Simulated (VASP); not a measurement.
BIr3Br, 5 atoms in the cell. It takes space group Pm-3m (No. 221, cubic). Conventional cell: a = 4.381 Å, b = 4.381 Å, c = 4.381 Å, α = 90.00°, β = 90.00°, γ = 90.00°. B (site symmetry m-3m) has 6 Ir at 2.19 Å within 2.9 Å. Within 2.9 Å of Ir (site symmetry 4/mmm) lie 2 B at 2.19 Å. Br (site symmetry m-3m) has 12 Ir at 3.10 Å and 8 B at 3.79 Å within 4.1 Å. 

```yaml
Program: VASP 6.6.1
Task: relaxation of cell and atoms
Functional: PBEsol
Potentials_or_basis: VASP PAW PBE potentials, release 64 (B, Ir, Br)
Cutoff: 600 eV
k_mesh: 4 × 4 × 4
Occupations: gaussian, width 0.1175 eV
Spin: no spin polarisation
Hubbard_terms: Ir d U = 4.0 eV
Dipole_correction: no
Further_INCAR_settings: ALGO = Normal; EDIFF = 1e-06; IBRION = 2; EDIFFG = -0.01; NSW = 60; ISIF = 3
```

Potentials or basis: VASP PAW PBE potentials, release 64 (B, Ir, Br).

The run is started by

```sh
$ cat potpaw_PBE.64/B/POTCAR potpaw_PBE.64/Ir/POTCAR potpaw_PBE.64/Br/POTCAR > POTCAR
$ mpirun -np 1 vasp_std > vasp.out
```

Hardware: 1 thread of Intel(R) Xeon(R) Platinum 8259CL CPU @ 2.50GHz (Skylake/Cascade Lake), on a shared host.

Problem. How long does it take, and how much memory?

Solution. It took 120 s on 1 thread of Intel(R) Xeon(R) Platinum 8259CL CPU @ 2.50GHz (Skylake/Cascade Lake) (shared host), peak memory 0.23 GiB. Counts: scf iterations 68, k points 10, ion steps 5.
